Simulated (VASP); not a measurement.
# PbO (P4/nmm) in VASP: notebook, part 2 of 2

VASP 6.6.1.

## Step 4: Single point, r2SCANh

File POSCAR:

```
PbO
1.0
    3.9900000000      0.0000000000      0.0000000000
    0.0000000000      3.9900000000      0.0000000000
    0.0000000000      0.0000000000      5.0100000000
Pb O
2 2
Direct
    0.5000000000      0.0000000000      0.7600000000
    0.0000000000      0.5000000000      0.2400000000
    0.5000000000      0.5000000000      0.0000000000
    0.0000000000      0.0000000000      0.0000000000
```

File INCAR.step1:

```
  PREC = Accurate
  ENCUT = 580
  EDIFF = 1E-5
  ISMEAR = -1
  SIGMA = 0.05
  LREAL = False
  LASPH = True
  NELM = 120
  ALGO = Normal
  ISIF = 2
  LWAVE = True
  LCHARG = False
  NBANDS = 28
  GGA = PE
  GGA_COMPAT = False
```

File INCAR.step2:

```
  PREC = Accurate
  ENCUT = 580
  EDIFF = 1E-6
  ISMEAR = -1
  SIGMA = 0.05
  LREAL = False
  LASPH = True
  NELM = 120
  ALGO = Normal
  ISIF = 2
  LWAVE = False
  LCHARG = False
  METAGGA = R2SCAN
  LHFCALC = True
  AEXX = 0.1
  LMIXTAU = True
  PRECFOCK = Normal
  NBANDS = 28
  ISTART = 1
  GGA_COMPAT = False
```

File KPOINTS:

```
Automatic mesh
0
Gamma
  4 4 3
```

Potentials or basis: VASP PAW PBE potentials, release 64 (Pb_d, O).

Launch:

```console
> cat potpaw_PBE.64/Pb_d/POTCAR potpaw_PBE.64/O/POTCAR > POTCAR
> cp INCAR.step1 INCAR
> mpirun -np 1 vasp_std > vasp.out
> cp INCAR.step2 INCAR
> mpirun -np 1 vasp_std > vasp.out
```

OUTCAR:

```text
PREC = Accurate
   ENCUT = 580
   EDIFF = 1E-6
   ISMEAR = -1
   LREAL = False
   LASPH = True
   NELM = 120
   ISIF = 2
   METAGGA = R2SCAN
   LHFCALC = True
   AEXX = 0.1
   PRECFOCK = Normal
   ISTART = 1

 ion  position               nearest neighbor table
   1  0.500  0.000  0.760-   3 2.33   4 2.33   3 2.33   4 2.33   2 3.71   2 3.71   2 3.71   2 3.71
                             2 3.84   2 3.84   2 3.84   2 3.84
   2  0.000  0.500  0.240-   3 2.33   4 2.33   4 2.33   3 2.33   1 3.71   1 3.71   1 3.71   1 3.71
                             1 3.84   1 3.84   1 3.84   1 3.84
   3  0.500  0.500  0.000-   1 2.33   2 2.33   1 2.33   2 2.33
   4  0.000  0.000  0.000-   1 2.33   2 2.33   2 2.33   1 2.33

  LATTYP: Found a simple tetragonal cell.
 ALAT       =     3.9900000000
 C/A-ratio  =     1.2556390977

  Lattice vectors:

 A1 = (   3.9900000000,   0.0000000000,   0.0000000000)
 A2 = (   0.0000000000,   3.9900000000,   0.0000000000)
 A3 = (   0.0000000000,   0.0000000000,   5.0100000000)

Analysis of symmetry for initial positions (statically):
=====================================================================
 Subroutine PRICEL returns:
 Original cell was already a primitive cell.

 Routine SETGRP: Setting up the symmetry group for a
 simple tetragonal supercell.

 Subroutine GETGRP returns: Found 16 space group operations
 (whereof  8 operations were pure point group operations)
 out of a pool of 16 trial point group operations.

The static configuration has the point symmetry D_2d.
 The point group associated with its full space group is D_4h.

Analysis of symmetry for dynamics (positions and initial velocities):
=====================================================================
 Subroutine PRICEL returns:
 Original cell was already a primitive cell.

 Routine SETGRP: Setting up the symmetry group for a
[... 122 lines left out ...]
   LORBIT       =      0    0 simple, 1 ext, 2 COOP (PROOUT), +10 PAW based schemes
   METAGGA = R2SCAN    functional components
   LHFCALC =     T    Hartree Fock is set to
   PRECFOCK=normal    Normal, Fast or Accurate (Low or Medium for compatibility)
   ENCUT4O =  -1.0   cutoff for four orbital integrals eV
   NKREDX  =     1    reduce k-point grid by
   NKREDY  =     1    reduce k-point grid by
   NKREDZ  =     1    reduce k-point grid by
   AEXX    =    0.1000 exact exchange contribution
   HFSCREEN=    0.0000 screening length (either q_TF or 0.3 A-1)
   HFSCREENC=   0.0000 screening length for correlation (either q_TF or 0.3 A-1)
   ENCUTFOCK=  -1.0 apply spherical cutoff to Coloumb kernel
   IVDW    =     0    specifies the selected vdW correction
   LEPSILON=     F    determine dielectric tensor
   LRPA    =     F    only Hartree local field effects (RPA)
 non-spin polarized calculation
  energy-cutoff  :      580.00
  volume of cell :       79.76
 maximum number of plane-waves:      2547
 NGX is ok and might be reduce to    32
  NGX = 24; NGY = 24; NGZ = 30

 number of electron      40.0000002 magnetization

 Free energy of the ion-electron system (eV)
  ---------------------------------------------------
  ext. energy  EPLUGINS =         0.00000000
  ---------------------------------------------------
  free energy    TOTEN  =      -121.84423463 eV

  energy without entropy =     -121.84423463  energy(sigma->0) =     -121.84423463

 E-fermi :   5.4761     XC(G=0):  -9.5255

 val. band max:        4.5211260695   @ k =   0.0000   0.0000   0.0000
 cond. band min:       6.4885015673   @ k =   0.5000   0.5000   0.0000
 fundamental gap:      1.9673754978
 Fermi energy:         5.4761347101

 k-point     1 :       0.0000    0.0000    0.0000
  band No.  band energies     occupation
      1     -15.4894      2.00000
      2     -14.8521      2.00000
      3     -12.5902      2.00000
      4     -12.5902      2.00000
      5     -12.5253      2.00000
      6     -12.5189      2.00000
[... 361 lines left out ...]
     27      15.9568      0.00000
     28      15.9568      0.00000

------------------------ aborting loop because EDIFF is reached ----------------------------------------

  FORCE on cell =-STRESS in cart. coord.  units (eV):
  Direction    XX          YY          ZZ          XY          YZ          ZX
  --------------------------------------------------------------------------------------
  -------------------------------------------------------------------------------------
  Total       -0.4189798     -0.4189798     -0.5321521      0.0000000      0.0000000      0.0000000
  in kB       -8.4162802     -8.4162802    -10.6896348      0.0000000      0.0000000      0.0000000
  external PRESSURE =      -9.1740651 kB  Pullay stress =       0.0000000 kB

 VOLUME and BASIS-vectors are now :
 -----------------------------------------------------------------------------
  energy-cutoff  :      580.00
  volume of cell :       79.76
      direct lattice vectors                 reciprocal lattice vectors
     3.990000000  0.000000000  0.000000000     0.250626566  0.000000000  0.000000000
     0.000000000  3.990000000  0.000000000     0.000000000  0.250626566  0.000000000
     0.000000000  0.000000000  5.010000000     0.000000000  0.000000000  0.199600798

 POSITION                                       TOTAL-FORCE (eV/Angst)
 -----------------------------------------------------------------------------------
      1.99500      0.00000      3.80760         0.000000      0.000000      0.482083
      0.00000      1.99500      1.20240         0.000000      0.000000     -0.482083
      1.99500      1.99500      0.00000         0.000000      0.000000     -0.000000
      0.00000      0.00000      0.00000        -0.000000      0.000000     -0.000000
 -----------------------------------------------------------------------------------
    total drift:                                0.000000      0.000001      0.000001

  FREE ENERGIE OF THE ION-ELECTRON SYSTEM (eV)
  ---------------------------------------------------
  free  energy   TOTEN  =      -121.8442346330 eV

  energy  without entropy=     -121.8442346327  energy(sigma->0) =     -121.84423463
```

OSZICAR.step1:

```text
N       E                     dE             d eps       ncg     rms          rms(c)
DAV:   1     0.489426052211E+03    0.48943E+03   -0.20913E+04   672   0.186E+03
DAV:   2     0.405615008399E+02   -0.44886E+03   -0.43038E+03   696   0.481E+02
DAV:   3    -0.232202459700E+02   -0.63782E+02   -0.62396E+02   860   0.191E+02
DAV:   4    -0.260145366193E+02   -0.27943E+01   -0.27817E+01   776   0.411E+01
DAV:   5    -0.261018786788E+02   -0.87342E-01   -0.87331E-01   740   0.783E+00    0.124E+01
DAV:   6    -0.216388842649E+02    0.44630E+01   -0.23889E+01   988   0.393E+01    0.547E+00
DAV:   7    -0.214654097241E+02    0.17347E+00   -0.28921E+00   824   0.123E+01    0.248E+00
DAV:   8    -0.214437979156E+02    0.21612E-01   -0.50370E-01   704   0.466E+00    0.783E-01
DAV:   9    -0.214350693725E+02    0.87285E-02   -0.51650E-02  1100   0.183E+00    0.274E-01
DAV:  10    -0.214362505219E+02   -0.11811E-02   -0.11286E-02   784   0.745E-01    0.899E-02
DAV:  11    -0.214360833117E+02    0.16721E-03   -0.20280E-03  1032   0.364E-01    0.623E-02
DAV:  12    -0.214360458374E+02    0.37474E-04   -0.29070E-04   956   0.159E-01    0.189E-02
DAV:  13    -0.214360434503E+02    0.23871E-05   -0.39053E-05   632   0.428E-02
   1 F= -.21436043E+02 E0= -.21436043E+02  d E =-.716571E-06
```

It took 31 min on 1 thread of Intel Xeon Platinum 8488C (Sapphire Rapids), shared host; peak memory 0.25 GiB.

Results:

```yaml
Free_energy: -121.8442 eV
Pressure: -0.9 GPa
Largest_force: 0.482 eV/Å
Band_gap_on_the_k_mesh: 1.97 eV (least direct gap 3.19 eV)
```

Forces on the atoms (eV/Å):
```
Pb   0.000  0.000  0.482
Pb   0.000  0.000 -0.482
O    0.000  0.000  0.000
O    0.000  0.000  0.000
```

Stress tensor (GPa, compression positive):
```
-0.84  0.00  0.00
 0.00 -0.84  0.00
 0.00  0.00 -1.07
```

Levels at points of the mesh, in eV from the valence-band top:
| k point | band 17 | band 18 | band 19 | band 20 | band 21 | band 22 | band 23 | band 24 |
| --- | --- | --- | --- | --- | --- | --- | --- | --- |
| (0.00, 0.00, 0.00) | -1.96 | -1.87 | -1.87 | 0.00 | 3.41 | 6.57 | 6.57 | 6.60 |
| (0.50, 0.00, 0.00) | -3.27 | -3.27 | -1.82 | -1.82 | 4.33 | 4.33 | 7.74 | 7.74 |
| (0.50, 0.50, 0.00) | -1.82 | -1.82 | -1.23 | -1.23 | 1.97 | 1.97 | 6.24 | 6.24 |

Caveat: the PAW data sets were made with another functional, which shifts forces and pressure a little; spin-orbit coupling is left out, which moves the levels of the heavy elements.

## Step 5: Single point, HSE06

This run uses another cell than the first one, of 22.25 Å³/atom.

File POSCAR:

```
PbO
1.0
    3.9807127461      0.0000000000      0.0000000000
    0.0000000000      3.9807127461      0.0000000000
    0.0000000000      0.0000000000      5.6175758240
Pb O
2 2
Direct
    0.5000000000      0.0000000000      0.7898996448
    0.0000000000      0.5000000000      0.2101003552
    0.5000000000      0.5000000000      0.0000000000
    0.0000000000      0.0000000000      0.0000000000
```

File INCAR.step1:

```
PREC = Accurate
ENCUT = 520
EDIFF = 1E-5
ISMEAR = -1
SIGMA = 0.05
LREAL = F
LASPH = T
NELM = 120
ALGO = Normal
ISIF = 2
LWAVE = T
LCHARG = F
NBANDS = 28
GGA = PE
GGA_COMPAT = F
KPAR = 4
```

File INCAR.step2:

```
PREC = Accurate
ENCUT = 520
EDIFF = 1E-6
ISMEAR = -1
SIGMA = 0.05
LREAL = F
LASPH = T
NELM = 120
ALGO = Normal
ISIF = 2
LWAVE = F
LCHARG = F
GGA = PE
LHFCALC = T
HFSCREEN = 0.2079
PRECFOCK = Normal
NBANDS = 28
ISTART = 1
GGA_COMPAT = F
KPAR = 4
```

File KPOINTS:

```
Automatic mesh
0
Gamma
  4 4 4
```

Launch:

```console
> cat potpaw_PBE.64/Pb_d/POTCAR potpaw_PBE.64/O/POTCAR > POTCAR
> cp INCAR.step1 INCAR
> mpirun -np 4 vasp_std > vasp.out
> cp INCAR.step2 INCAR
> mpirun -np 4 vasp_std > vasp.out
```

It took 21 min on 4 MPI ranks of Intel Xeon Platinum 8375C at 2.90GHz (Ice Lake), shared host; peak memory 0.34 GiB.

Results (log left out):

- Free energy: -26.5116 eV
- Pressure: 0.1 GPa
- Largest force: 0.064 eV/Å
- Band gap on the k mesh: 2.58 eV (least direct gap 2.80 eV)

Forces on the atoms (eV/Å):
```
Pb   0.000  0.000 -0.064
Pb   0.000  0.000  0.064
O    0.000  0.000  0.000
O    0.000  0.000  0.000
```

Levels at points of the mesh, in eV from the valence-band top:
```csv
k point,band 18,band 19,band 20,band 21,band 22,band 23
"(0.00, 0.00, 0.00)",-2.10,-2.10,0.00,2.80,5.34,7.17
"(0.50, 0.00, 0.00)",-3.53,-1.61,-1.61,3.97,3.97,6.96
"(0.50, 0.50, 0.00)",-1.77,-1.41,-1.41,2.58,2.58,6.15
"(0.00, 0.00, 0.50)",-2.11,-2.11,-1.15,2.73,5.35,5.61
"(0.50, 0.00, 0.50)",-3.52,-1.19,-1.19,3.65,3.65,7.72
"(0.50, 0.50, 0.50)",-2.04,-1.41,-1.41,4.57,4.57,4.95
```

Caveat: the PAW data sets were made with another functional, which shifts forces and pressure a little; spin-orbit coupling is left out, which moves the levels of the heavy elements. A k mesh can miss the band edges.

## Step 6: Summary

```tsv
level	spin	cell	k mesh	cutoff (eV)	grid for exact exchange (PRECFOCK)	share of exact exchange	screening parameter	gap on the mesh (eV)	pressure (GPa)	largest force (eV/Å)
PBE	non-collinear, zero start, SOC	a = 3.990, b = 3.990, c = 5.010 Å, 4 atoms, atomic positions A	7 × 7 × 6	600	-	-	-	-	2.9	0.05
r2SCAN-based global hybrid with 15 % exact exchange	off	a = 3.990, b = 3.990, c = 5.010 Å, 4 atoms, atomic positions A	4 × 4 × 3	580	Normal	0.15	-	2.22	-1.4	0.57
r2SCANh	off	a = 3.990, b = 3.990, c = 5.010 Å, 4 atoms, atomic positions A	4 × 4 × 3	580	Normal	0.1	-	1.97	-0.9	0.48
HSE06	off	a = 3.981, b = 3.981, c = 5.618 Å, 4 atoms, atomic positions B	4 × 4 × 4	520	Normal	0.25	0.2079 1/Å	2.58	0.1	0.06
```

Alike in all rows: task single point; potentials or basis VASP PAW PBE potentials, release 64 (Pb_d, O); smearing fermi-dirac 0.05 eV.

The pressure there spans -1.4 GPa (r2SCAN-based global hybrid with 15 % exact exchange) to 2.9 GPa (PBE); a positive pressure means that this level wants a larger cell, a negative one a smaller.

Caveats: the PAW data sets were made with another functional, which shifts forces and pressure a little (at least some runs); spin-orbit coupling is left out, which moves the levels of the heavy elements (at least some runs).

Absolute energies hang on the potentials; compare differences alone.
